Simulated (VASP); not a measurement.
**C: single point with LDA**

Crystal: C.

```
C
1.0
     1.23923    0.71813    3.34952
    -1.21375    0.71787    3.34016
     0.01252   -1.42231    3.34191
C
2
Direct
  0.20922 0.12942 0.14766
  0.79078 0.87058 0.85234
```

This cell differs from its parent crystal: atoms moved at random and the cell strained at random.

```yaml
Program: VASP 6.6.1
Task: single point
Functional: LDA
Potentials_or_basis: VASP PAW LDA potentials, release 64 (C)
Cutoff: 520 eV
k_mesh: 12 × 12 × 12
Occupations: gaussian, width 0.05 eV
Spin: no spin polarisation
```

```json
{
 "Pressure": "17.0 GPa",
 "Largest force": "13.257 eV/Å",
 "Band gap on the k mesh": "zero (bands 4 and 5 overlap by 1.13 eV)"
}
```

Forces in eV/Å, atoms in the order of the input:
```
C   -11.934  -5.689   0.991
C    11.934   5.689  -0.991
```

Stress tensor (GPa, compression positive):
```
41.35 30.47 10.42
30.47 11.25  5.09
10.42  5.09 -1.49
```

Levels at points of the mesh, in eV from the Fermi level:
```tsv
k point	band 1	band 2	band 3	band 4	band 5	band 6	band 7	band 8	band 9
(0.00, 0.00, 0.00)	-19.25	-6.40	-5.33	0.54	4.02	4.73	10.95	12.07	14.81
(0.50, 0.00, 0.00)	-14.57	-12.95	-5.07	-0.21	0.06	8.43	11.10	12.57	17.92
(0.00, 0.50, 0.00)	-14.51	-11.91	-6.65	-2.70	3.52	6.51	12.53	12.56	17.46
(0.50, 0.50, 0.00)	-14.45	-12.26	-5.73	-3.22	2.40	5.88	12.58	15.16	18.03
(0.00, 0.00, 0.50)	-14.56	-12.36	-5.71	-2.40	2.78	6.18	12.26	12.51	18.02
(0.50, 0.00, 0.50)	-14.41	-11.81	-6.68	-3.48	3.19	6.16	12.32	15.24	17.57
(0.00, 0.50, 0.50)	-14.48	-12.81	-5.14	-1.15	-0.59	8.00	12.99	15.00	18.19
(0.50, 0.50, 0.50)	-18.93	-8.47	-5.31	0.51	4.71	10.12	10.99	11.78	14.68
```

Wall time 3.5 min on 1 thread of Intel(R) Xeon(R) Platinum 8259CL CPU @ 2.50GHz (Skylake/Cascade Lake), with other jobs on the host, peak memory 0.24 GiB.

Caveat: the cell differs from its parent crystal (atoms moved at random and the cell strained at random); the stress differs along the axes, from -1 to 41 GPa; forces of over 1 eV/Å act on the atoms, so gaps and moduli don't describe the material at rest.
